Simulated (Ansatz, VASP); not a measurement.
# OsSe: VASP beside Ansatz

```
Os Se
1.0
     0.00000    2.73615    2.73615
     2.73615    0.00000    2.73615
     2.73615    2.73615    0.00000
Os Se
1 1
Direct
  0.00000 0.00000 0.00000
  0.25000 0.25000 0.25000
```

Alike in both runs: task single point; functional PBE; k mesh 10 × 10 × 10; occupations gaussian, width 0.05 eV; collinear spin.

|  | VASP | Ansatz |
| --- | --- | --- |
| version | VASP 6.6.1 | Ansatz 0.2.0 |
| potentials or method | VASP PAW PBE potentials, release 64 (Os, Se), cutoff 520 eV | scalar-relativistic, plane waves, PAW |
| valence electrons in the cell | 14 | 32 |

```csv
,VASP,Ansatz,Ansatz less VASP
gap on the k mesh at the Fermi level (eV),none,none,-
pressure (GPa),3.8,3.1,-0.68
net moment per atom (μB),0.00,0.00,-0.002
```

A gap of «none» marks a metal or a gap that the smearing closes. The functional is the same, so the differences come from potentials, cutoffs and numerics. VASP's potentials hold 14 valence electrons a cell and Ansatz's 32, so a difference there can come from the potentials and not from the codes. Ansatz's warnings: seeded moment not kept.

Neither program's run includes spin-orbit coupling.
